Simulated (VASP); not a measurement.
ZnO, 4 atoms in the cell. Symmetry: P6_3/mmc, No. 194, hexagonal system. Conventional cell: a = 3.278 Å, b = 3.278 Å, c = 7.653 Å, α = 90.00°, β = 90.00°, γ = 120.00°. Zn (site symmetry -6m2) has 3 O at 1.89 Å within 2.5 Å. O (site symmetry -6m2) has 3 Zn at 1.89 Å within 2.5 Å. 

* Program: VASP 6.6.1
* Task: single point
* Functional: PBE
* Potentials or basis: VASP PAW PBE potentials, release 64 (Zn, O)
* Cutoff: 520 eV
* k mesh: 12 × 12 × 4
* Occupations: gaussian, width 0.02 eV
* Spin: no spin polarisation
* Dipole correction: no
* k mesh for the DOS: 18 × 18 × 6
* Occupations for the DOS: tetrahedron
* Further INCAR settings: ALGO = Normal; EDIFF = 1e-07

Potentials or basis: VASP PAW PBE potentials, release 64 (Zn, O).

Launch:

```bash
$ cat potpaw_PBE.64/Zn/POTCAR potpaw_PBE.64/O/POTCAR > POTCAR
$ cp INCAR.step1 INCAR
$ cp KPOINTS.step1 KPOINTS
$ mpirun -np 1 vasp_std > vasp.out
$ cp INCAR.step2 INCAR
$ cp KPOINTS.step2 KPOINTS
$ mpirun -np 1 vasp_std > vasp.out
```

Hardware: 1 thread of AMD EPYC 9R45 96-Core Processor (Zen 5) (shared host).

Problem. Estimate the wall time of this run.

Solution. Run time: 87 s on 1 thread of AMD EPYC 9R45 96-Core Processor (Zen 5) (shared host), peak memory 0.29 GiB. Counts: k points 148.
